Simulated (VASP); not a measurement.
Input of a VASP 6.6.1 run:

Contents of POSCAR:

```
InP
1.0
    0.0000000000      2.9536850845      2.9536850845
    2.9536850845      0.0000000000      2.9536850845
    2.9536850845      2.9536850845      0.0000000000
In P
1 1
Direct
    0.0000000000      0.0000000000      0.0000000000
    0.7500000000      0.7500000000      0.7500000000
```

INCAR.step1

```
SYSTEM = InP
  PREC = Accurate
  ENCUT = 550
  ISMEAR = -1
  SIGMA = 0.1
  LREAL = .False.
  LASPH = .True.
  NELM = 120
  NBANDS = 16
  GGA = PE
  ALGO = Normal
  EDIFF = 1E-5
  LWAVE = .True.
  LCHARG = .False.
  GGA_COMPAT = .False.
```

Contents of INCAR.step2:

```
SYSTEM = InP
  PREC = Accurate
  ENCUT = 550
  EDIFF = 1E-6
  ISMEAR = -1
  SIGMA = 0.1
  LREAL = .False.
  LASPH = .True.
  NELM = 120
  ALGO = Normal
  ISIF = 2
  LWAVE = .False.
  LCHARG = .False.
  METAGGA = R2SCAN
  LMIXTAU = .True.
  NBANDS = 16
  ISTART = 1
  GGA_COMPAT = .False.
```

File KPOINTS:

```
Automatic mesh
0
Gamma
  14 14 14
  0 0 0
```

Potentials or basis: VASP PAW PBE potentials, release 64 (In_d, P).

Run with:

```bash
$ cat potpaw_PBE.64/In_d/POTCAR potpaw_PBE.64/P/POTCAR > POTCAR
$ cp INCAR.step1 INCAR
$ mpirun -np 1 vasp_std > vasp.out
$ cp INCAR.step2 INCAR
$ mpirun -np 1 vasp_std > vasp.out
```

(1) What does it give for the pressure?

(2) Predict the band gap on the k mesh.

Answers

(1) -0.1 GPa.

(2) 1.03 eV.

Caveat: the PAW data sets were made with another functional, which shifts forces and pressure a little; spin-orbit coupling is left out, which moves the levels of the heavy elements.
